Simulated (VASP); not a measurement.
# TiO (P-62m) in VASP: notebook

The runs below take TiO through single point, relaxation of cell and atoms, with PBEsol.

Program: VASP 6.6.1. These are calculated values, not measurements. Logs are shortened: lines on timing, memory, paths and dates and some standing lists are left out, and cuts for length are marked.

## 1. The cell of the first run

The structure is hexagonal, space group P-62m (No. 189). The conventional cell has a = 4.956 Å, b = 4.956 Å, c = 2.838 Å, α = 90.00°, β = 90.00°, γ = 120.00°. Ti (site symmetry -6) has 6 O at 2.08 Å and 5 Ti at 2.84 to 2.86 Å within 2.9 Å. Within 2.6 Å of Ti (site symmetry -62m) lie 3 O at 1.96 Å. O (site symmetry m2m) has 5 Ti at 1.96 to 2.08 Å and 4 O at 2.64 Å within 2.7 Å.

## 2. Single point, PBEsol

Input file INCAR:

```
SYSTEM = TiO
ALGO = Normal ; EDIFF = 1E-7
ENCUT = 520 ; GGA = PS
ISIF = 2 ; ISMEAR = 0
LASPH = .TRUE. ; LCHARG = .FALSE.
LREAL = .FALSE. ; LWAVE = .FALSE.
NBANDS = 36 ; NELM = 60
PREC = Accurate ; SIGMA = 0.1
```

Input file KPOINTS:

```
k-points
0
G
  6 6 8
  0 0 0
```

Input file POSCAR:

```
TiO
1.0
    4.9563141390      0.0000000000      0.0000000000
   -2.4781570695      4.2922939535      0.0000000000
    0.0000000000      0.0000000000      2.8383938712
Ti O
3 3
Direct
    0.6666666667      0.3333333333      0.5000000000
    0.3333333333      0.6666666667      0.5000000000
    0.0000000000      0.0000000000      0.0000000000
    0.6051697085      0.6051697085      0.0000000000
    0.3948302915      0.0000000000      0.0000000000
    0.0000000000      0.3948302915      0.0000000000
```

Potentials or basis: VASP PAW PBE potentials, release 64 (Ti_sv, O).

Command:

```bash
cat potpaw_PBE.64/Ti_sv/POTCAR potpaw_PBE.64/O/POTCAR > POTCAR
mpirun -np 1 vasp_std > vasp.out
```

OUTCAR:

```text
SYSTEM = TiO
   EDIFF = 1E-7
   ENCUT = 520
   GGA = PS
   ISIF = 2
   ISMEAR = 0
   LASPH = .TRUE.
   LREAL = .FALSE.
   NELM = 60
   PREC = Accurate

 ion  position               nearest neighbor table
   1  0.667  0.333  0.500-   6 2.08   6 2.08   5 2.08   5 2.08   4 2.08   4 2.08   2 2.86   2 2.86
                             2 2.86
   2  0.333  0.667  0.500-   5 2.08   5 2.08   6 2.08   6 2.08   4 2.08   4 2.08   1 2.86   1 2.86
                             1 2.86
   3  0.000  0.000  0.000-   4 1.96   6 1.96   5 1.96
   4  0.605  0.605  0.000-   3 1.96   1 2.08   1 2.08   2 2.08   2 2.08
   5  0.395  0.000  0.000-   3 1.96   2 2.08   2 2.08   1 2.08   1 2.08
   6  0.000  0.395  0.000-   3 1.96   1 2.08   1 2.08   2 2.08   2 2.08

  LATTYP: Found a hexagonal cell.
 ALAT       =     4.9563141390
 C/A-ratio  =     0.5726823990

  Lattice vectors:

 A1 = (   4.9563141390,   0.0000000000,   0.0000000000)
 A2 = (  -2.4781570695,   4.2922939535,   0.0000000000)
 A3 = (   0.0000000000,   0.0000000000,   2.8383938712)

Analysis of symmetry for initial positions (statically):
=====================================================================
 Subroutine PRICEL returns:
 Original cell was already a primitive cell.

 Routine SETGRP: Setting up the symmetry group for a
 hexagonal supercell.

 Subroutine GETGRP returns: Found 12 space group operations
 (whereof 12 operations were pure point group operations)
 out of a pool of 24 trial point group operations.

The static configuration has the point symmetry D_3h.

Analysis of symmetry for dynamics (positions and initial velocities):
=====================================================================
 Subroutine PRICEL returns:
 Original cell was already a primitive cell.

 Routine SETGRP: Setting up the symmetry group for a
 hexagonal supercell.

 Subroutine GETGRP returns: Found 12 space group operations
 (whereof 12 operations were pure point group operations)
 out of a pool of 24 trial point group operations.

The dynamic configuration has the point symmetry D_3h.

 Subroutine INISYM returns: Found 12 space group operations
 (whereof 12 operations are pure point group operations),
 and found     1 'primitive' translations

----------------------------------------------------------------------------------------

                                     Primitive cell

  volume of cell :      60.3839

  direct lattice vectors                    reciprocal lattice vectors
     4.956314139  0.000000000  0.000000000     0.201762837  0.116487828  0.000000000
    -2.478157069  4.292293953  0.000000000     0.000000000  0.232975656  0.000000000
     0.000000000  0.000000000  2.838393871     0.000000000  0.000000000  0.352311922

  length of vectors
     4.956314139  4.956314139  2.838393871     0.232975656  0.232975656  0.352311922

  position of ions in fractional coordinates (direct lattice)
     0.666666667  0.333333333  0.500000000
     0.333333333  0.666666667  0.500000000
     0.000000000  0.000000000  0.000000000
     0.605169709  0.605169709  0.000000000
     0.394830292  0.000000000  0.000000000
     0.000000000  0.394830292  0.000000000

  ion indices of the primitive-cell ions
   primitive index   ion index
                 1           1
                 2           2
                 3           3
                 4           4
                 5           5
                 6           6

----------------------------------------------------------------------------------------

 KPOINTS: k-points

Automatic generation of k-mesh.
 Grid dimensions read from file:
 generate k-points for:    6    6    8

 Generating k-lattice:

  Cartesian coordinates                     Fractional coordinates (reciprocal lattice)
     0.033627139  0.019414638  0.000000000     0.166666667  0.000000000  0.000000000
     0.000000000  0.038829276  0.000000000     0.000000000  0.166666667  0.000000000
     0.000000000  0.000000000  0.044038990     0.000000000  0.000000000  0.125000000

  Length of vectors
     0.038829276  0.038829276  0.044038990

  Shift w.r.t. Gamma in fractional coordinates (k-lattice)
     0.000000000  0.000000000  0.000000000

 Subroutine IBZKPT returns following result:
 ===========================================

 Found     35 irreducible k-points:

 Following reciprocal coordinates:
            Coordinates               Weight
  0.000000  0.000000  0.000000      1.000000
  0.166667  0.000000  0.000000      6.000000
  0.333333 -0.000000  0.000000      6.000000
  0.500000  0.000000  0.000000      3.000000
  0.166667  0.166667  0.000000      6.000000
  0.333333  0.166667  0.000000     12.000000
[... 16 lines left out ...]
  0.166667  0.000000  0.375000     12.000000
  0.333333 -0.000000  0.375000     12.000000
 [... further k-points ...]
   k-points           NKPTS =     35   k-points in BZ     NKDIM =     35   number of bands    NBANDS=     36
   number of dos      NEDOS =    301   number of ions     NIONS =      6
   total plane-waves  NPLWV =  38400
   dimension x,y,z NGX =    40 NGY =   40 NGZ =   24
   dimension x,y,z NGXF=    80 NGYF=   80 NGZF=   48
   ions per type =               3   3
   NGX,Y,Z   is equivalent  to a cutoff of  13.42, 13.42, 14.06 a.u.
   NGXF,Y,Z  is equivalent  to a cutoff of  26.83, 26.83, 28.11 a.u.
 SYSTEM =  TiO
   PREC   = accura    normal or accurate (medium, high low for compatibility)
   ISTART =      0    job   : 0-new  1-cont  2-samecut
   ICHARG =      2    charge: 1-file 2-atom 10-const
   ISPIN  =      1    spin polarized calculation?
   LNONCOLLINEAR =      F non collinear calculations
   LSORBIT =      F    spin-orbit coupling
   LASPH  =      T    aspherical Exc in radial PAW
   ENCUT  =  520.0 eV  38.22 Ry    6.18 a.u.   9.22  9.22  5.28*2*pi/ulx,y,z
   NELM   =     60;   NELMIN=  2; NELMDL= -5     # of ELM steps
   EDIFF  = 0.1E-06   stopping-criterion for ELM
   LREAL  =      F    real-space projection
   EDIFFG = 0.1E-05   stopping-criterion for IOM
   NSW    =      0    number of steps for IOM
   IBRION =     -1    ionic relax: 0-MD 1-quasi-New 2-CG
   NFREE  =      0    steps in history (QN), initial steepest desc. (CG)
   ISIF   =      2    stress and relaxation
   ISYM   =      2    0-nonsym 1-usesym 2-fastsym
   POTIM  = 0.5000    time-step for ionic-motion
   TEBEG  =    0.0;   TEEND  =   0.0 temperature during run
   PSTRESS=    0.0 pullay stress
   NELECT =      54.0000    total number of electrons
   NUPDOWN=      -1.0000    fix difference up-down
   EMIN   =  10.00;   EMAX   =-10.00  energy-range for DOS
   EFERMI =   0.00;   METHOD = LEGACY
   ISMEAR =     0;   SIGMA  =   0.10  broadening in eV -4-tet -1-fermi 0-gaus
   EFERMI_NEDOS =   21; number of points for ismear=-14 and -15
   IALGO  =     38    algorithm
   IMIX   =      4    mixing-type and parameters
     AMIX     =   0.40;   BMIX     =  1.00
     AMIX_MAG =   1.60;   BMIX_MAG =  1.00
  volume/ion in A,a.u.               =      10.06        67.92
  Fermi-wavevector in a.u.,A,eV,Ry     =   1.577245  2.980560 33.847229  2.487701
  Thomas-Fermi vector in A             =   2.677956
   LORBIT       =      0    0 simple, 1 ext, 2 COOP (PROOUT), +10 PAW based schemes
   GGA     = PS    functional components
   LHFCALC =     F    Hartree Fock is set to
   AEXX    =    0.0000 exact exchange contribution
   IVDW    =     0    specifies the selected vdW correction
   LEPSILON=     F    determine dielectric tensor
   LRPA    =     F    only Hartree local field effects (RPA)
 non-spin polarized calculation
 Gauss-broadening in eV      SIGMA  =   0.10
  energy-cutoff  :      520.00
  volume of cell :       60.38
 maximum number of plane-waves:      1644
 NGX is ok and might be reduce to    40
   NGX = 19   NGY = 19   NGZ = 11

 number of electron      54.0000000 magnetization

 Free energy of the ion-electron system (eV)
  ---------------------------------------------------
  ext. energy  EPLUGINS =         0.00000000
  ---------------------------------------------------
  free energy    TOTEN  =       -56.86517055 eV

  energy without entropy =      -56.85977174  energy(sigma->0) =      -56.86247115

 E-fermi :  10.8914     XC(G=0): -12.8335

 val. band max:       10.8680455530   @ k =   0.1667   0.0000   0.1250
 cond. band min:      10.9380259318   @ k =   0.1667   0.0000   0.0000
 fundamental gap:      0.0699803787
 Fermi energy:        10.8913991200

 k-point     1 :       0.0000    0.0000    0.0000
  band No.  band energies     occupation
      1     -47.1495      2.00000
      2     -47.0599      2.00000
      3     -46.5690      2.00000
      4     -23.7483      2.00000
      5     -23.7483      2.00000
      6     -23.4251      2.00000
[... 28 lines left out ...]
     35      12.7083      0.00000
     36      12.9037      0.00000

 k-point     2 :       0.1667    0.0000    0.0000
  band No.  band energies     occupation
      1     -47.1439      2.00000
      2     -47.0651      2.00000
      3     -46.5695      2.00000
      4     -23.7709      2.00000
      5     -23.7438      2.00000
      6     -23.3996      2.00000
[... 28 lines left out ...]
     35      12.7848      0.00000
     36      13.2820      0.00000

 k-point     3 :       0.3333   -0.0000    0.0000
  band No.  band energies     occupation
      1     -47.1297      2.00000
      2     -47.0785      2.00000
      3     -46.5705      2.00000
      4     -23.8092      2.00000
      5     -23.7007      2.00000
      6     -23.4157      2.00000
[... 28 lines left out ...]
     35      12.9699      0.00000
     36      13.1313      0.00000
[... 742 lines left out ...]
 k-point    23 :       0.1667    0.0000    0.3750
  band No.  band energies     occupation
      1     -47.0840      2.00000
      2     -47.0116      2.00000
      3     -46.5257      2.00000
      4     -23.9870      2.00000
      5     -23.7738      2.00000
      6     -23.6140      2.00000
[... 28 lines left out ...]
     35      13.0917      0.00000
     36      13.4478      0.00000

 k-point    24 :       0.3333   -0.0000    0.3750
  band No.  band energies     occupation
      1     -47.0714      2.00000
      2     -47.0241      2.00000
      3     -46.5258      2.00000
      4     -23.9690      2.00000
      5     -23.8133      2.00000
      6     -23.6319      2.00000
[... 28 lines left out ...]
     35      13.2133      0.00000
     36      13.7114      0.00000

 [... further k-points ...]

------------------------ aborting loop because EDIFF is reached ----------------------------------------

  FORCE on cell =-STRESS in cart. coord.  units (eV):
  Direction    XX          YY          ZZ          XY          YZ          ZX
  --------------------------------------------------------------------------------------
  -------------------------------------------------------------------------------------
  Total        0.3026654      0.3026654      0.2579646      0.0000000      0.0000000      0.0000000
  in kB        8.0306816      8.0306816      6.8446254      0.0000000      0.0000000      0.0000000
  external PRESSURE =       7.6353295 kB  Pullay stress =       0.0000000 kB

 VOLUME and BASIS-vectors are now :
 -----------------------------------------------------------------------------
  energy-cutoff  :      520.00
  volume of cell :       60.38
      direct lattice vectors                 reciprocal lattice vectors
     4.956314139  0.000000000  0.000000000     0.201762837  0.116487828  0.000000000
    -2.478157069  4.292293953  0.000000000     0.000000000  0.232975656  0.000000000
     0.000000000  0.000000000  2.838393871     0.000000000  0.000000000  0.352311922

 POSITION                                       TOTAL-FORCE (eV/Angst)
 -----------------------------------------------------------------------------------
      2.47816      1.43076      1.41920        -0.000000      0.000000     -0.000000
     -0.00000      2.86153      1.41920        -0.000000      0.000000     -0.000000
      0.00000      0.00000      0.00000        -0.000000     -0.000000     -0.000000
      1.49971      2.59757      0.00000        -0.005639     -0.009767     -0.000000
      1.95690      0.00000      0.00000         0.011278     -0.000000      0.000000
     -0.97845      1.69473      0.00000        -0.005639      0.009767     -0.000000
 -----------------------------------------------------------------------------------
    total drift:                               -0.000001     -0.000002      0.000001

  FREE ENERGIE OF THE ION-ELECTRON SYSTEM (eV)
  ---------------------------------------------------
  free  energy   TOTEN  =       -56.8651705468 eV

  energy  without entropy=      -56.8597717439  energy(sigma->0) =      -56.86247115
```

It took 67 s on 1 thread of AMD EPYC 9R45 (Zen 5), shared host; peak memory 0.18 GiB.

What came out:

```
Free energy            : -56.8652 eV
Pressure               : 0.8 GPa
Largest force          : 0.011 eV/Å
Band gap on the k mesh : zero (bands 27 and 28 overlap by 1.53 eV)
```

Forces in eV/Å, atoms in the order of the input:
```
Ti   0.000  0.000  0.000
Ti   0.000  0.000  0.000
Ti   0.000  0.000  0.000
O   -0.006 -0.010  0.000
O    0.011  0.000  0.000
O   -0.006  0.010  0.000
```

Stress tensor (GPa, compression positive):
```
0.80 0.00 0.00
0.00 0.80 0.00
0.00 0.00 0.68
```

Caveat: the PAW data sets were made with another functional, which shifts forces and pressure a little; semilocal functionals often make such compounds metallic where correlation or magnetic order opens a gap, which also shifts bond lengths.

## 3. Single point, PBEsol

This run uses another cell than the first one, of 10.32 Å³/atom.

Input file INCAR:

```
PREC = Accurate
ENCUT = 520
EDIFF = 1E-6
ISMEAR = 0
SIGMA = 0.1
LREAL = False
LASPH = True
NELM = 80
ALGO = Normal
ISIF = 2
LWAVE = False
LCHARG = True
GGA = PS
LELF = True
LVHAR = True
NBANDS = 36
ISYM = 0
```

Input file KPOINTS:

```
Automatic mesh
0
Gamma
  6 6 6
  0.5 0.5 0.5
```

Input file POSCAR:

```
TiO
1.0
    4.9890877720      0.0000000000      0.0000000000
   -2.4945438860      4.3206767523      0.0000000000
    0.0000000000      0.0000000000      2.8733134400
Ti O
3 3
Direct
    0.6666666667      0.3333333333      0.5000000000
    0.3333333333      0.6666666667      0.5000000000
    0.0000000000      0.0000000000      0.0000000000
    0.6055592400      0.6055592400      0.0000000000
    0.3944407600      0.0000000000      0.0000000000
    0.0000000000      0.3944407600      0.0000000000
```

Potentials or basis: VASP PAW PBE potentials, release 64 (Ti_sv, O).

Command:

```bash
cat potpaw_PBE.64/Ti_sv/POTCAR potpaw_PBE.64/O/POTCAR > POTCAR
mpirun -np 1 vasp_std > vasp.out
```

OUTCAR:

```text
PREC = Accurate
   ENCUT = 520
   EDIFF = 1E-6
   ISMEAR = 0
   LREAL = False
   LASPH = True
   NELM = 80
   ISIF = 2
   GGA = PS
   ISYM = 0

 ion  position               nearest neighbor table
   1  0.667  0.333  0.500-   6 2.10   6 2.10   5 2.10   5 2.10   4 2.10   4 2.10   2 2.88   2 2.88
                             2 2.88
   2  0.333  0.667  0.500-   5 2.10   5 2.10   6 2.10   6 2.10   4 2.10   4 2.10   1 2.88   1 2.88
                             1 2.88
   3  0.000  0.000  0.000-   5 1.97   4 1.97   6 1.97
[... 1108 lines left out ...]
  -------------------------------------------------------------------------------------
  Total       -1.6776617     -1.6777313     -2.5295696      0.0000066     -0.0000104     -0.0000018
  in kB      -43.3969353    -43.3987353    -65.4336708      0.0001714     -0.0002682     -0.0000470
  external PRESSURE =     -50.7431138 kB  Pullay stress =       0.0000000 kB

 VOLUME and BASIS-vectors are now :
 -----------------------------------------------------------------------------
  energy-cutoff  :      520.00
  volume of cell :       61.94
      direct lattice vectors                 reciprocal lattice vectors
     4.989087772  0.000000000  0.000000000     0.200437444  0.115722612  0.000000000
    -2.494543886  4.320676752  0.000000000     0.000000000  0.231445224  0.000000000
     0.000000000  0.000000000  2.873313440     0.000000000  0.000000000  0.348030252

 POSITION                                       TOTAL-FORCE (eV/Angst)
 -----------------------------------------------------------------------------------
      2.49454      1.44023      1.43666        -0.000020     -0.000014      0.000001
     -0.00000      2.88045      1.43666         0.000002      0.000021      0.000002
      0.00000      0.00000      0.00000         0.000024     -0.000009      0.000000
      1.51059      2.61643      0.00000         0.010698      0.018431      0.000000
      1.96790      0.00000      0.00000        -0.021321      0.000050     -0.000003
     -0.98395      1.70425      0.00000         0.010616     -0.018479     -0.000000
 -----------------------------------------------------------------------------------
    total drift:                                0.000010      0.000003     -0.000006

  FREE ENERGIE OF THE ION-ELECTRON SYSTEM (eV)
  ---------------------------------------------------
  free  energy   TOTEN  =       -56.8488206648 eV

  energy  without entropy=      -56.8447608793  energy(sigma->0) =      -56.84679077
```

OSZICAR:

```text
N       E                     dE             d eps       ncg     rms          rms(c)
DAV:   1     0.775191035718E+03    0.77519E+03   -0.26970E+04 23344   0.188E+03
DAV:   2     0.571112848062E+02   -0.71808E+03   -0.69173E+03 23616   0.564E+02
DAV:   3    -0.599091769510E+02   -0.11702E+03   -0.11479E+03 34780   0.206E+02
DAV:   4    -0.671037656642E+02   -0.71946E+01   -0.71625E+01 34348   0.502E+01
DAV:   5    -0.674836293979E+02   -0.37986E+00   -0.37969E+00 33512   0.965E+00    0.276E+01
DAV:   6    -0.572298626080E+02    0.10254E+02   -0.71286E+01 34712   0.692E+01    0.987E+00
DAV:   7    -0.573041193736E+02   -0.74257E-01   -0.13710E+01 35888   0.244E+01    0.846E+00
DAV:   8    -0.568852638853E+02    0.41886E+00   -0.46822E+00 35848   0.113E+01    0.539E+00
DAV:   9    -0.568548652874E+02    0.30399E-01   -0.46780E-01 30496   0.491E+00    0.955E-01
DAV:  10    -0.568467067325E+02    0.81586E-02   -0.11597E-01 34732   0.227E+00    0.754E-01
DAV:  11    -0.568490880221E+02   -0.23813E-02   -0.80711E-03 35844   0.961E-01    0.234E-01
DAV:  12    -0.568488621959E+02    0.22583E-03   -0.42119E-03 36360   0.754E-01    0.130E-01
DAV:  13    -0.568488172169E+02    0.44979E-04   -0.13677E-03 30936   0.317E-01    0.340E-02
DAV:  14    -0.568488216634E+02   -0.44465E-05   -0.18777E-04 28604   0.114E-01    0.121E-02
DAV:  15    -0.568488204281E+02    0.12353E-05   -0.88958E-06 35884   0.260E-02    0.815E-03
DAV:  16    -0.568488206648E+02   -0.23668E-06   -0.54858E-06 25912   0.162E-02
   1 F= -.56848821E+02 E0= -.56846791E+02  d E =-.405979E-02
```

stdout:

```text
POSCAR found type information on POSCAR TiO
 POSCAR found :  2 types and       6 ions
 scaLAPACK will be used
 -----------------------------------------------------------------------------
|                                                                             |
|                                                                             |
|     You enforced a specific xc type in the INCAR file but a different       |
|     I HOPE YOU KNOW WHAT YOU ARE DOING!                                     |
|                                                                             |
 -----------------------------------------------------------------------------

 LDA part: xc-table for (Slater+PW92), standard interpolation
 POSCAR, INCAR and KPOINTS ok, starting setup
 FFT: planning ... GRIDC
 FFT: planning ... GRID_SOFT
 FFT: planning ... GRID
 WAVECAR not read
 entering main loop
```

Wall time 9.5 min (1 thread of AMD EPYC 9R45 (Zen 5), shared host); peak memory 0.57 GiB.

Results:

- Free energy: -56.8488 eV
- Pressure: -5.1 GPa
- Largest force: 0.021 eV/Å
- Band gap on the k mesh: zero (bands 27 and 28 overlap by 0.66 eV)

Forces in eV/Å, atoms in the order of the input:
```
Ti   0.000  0.000  0.000
Ti   0.000  0.000  0.000
Ti   0.000  0.000  0.000
O    0.011  0.018  0.000
O   -0.021  0.000  0.000
O    0.011 -0.018  0.000
```

Stress tensor (GPa, compression positive):
```
-4.34  0.00  0.00
 0.00 -4.34  0.00
 0.00  0.00 -6.54
```

Caveat: the k points lie up to 0.36 Å⁻¹ apart, too coarse for converged energies and pressures of a metal; the PAW data sets were made with another functional, which shifts forces and pressure a little; semilocal functionals often make such compounds metallic where correlation or magnetic order opens a gap, which also shifts bond lengths.

(Continued in part 2 of 2.)
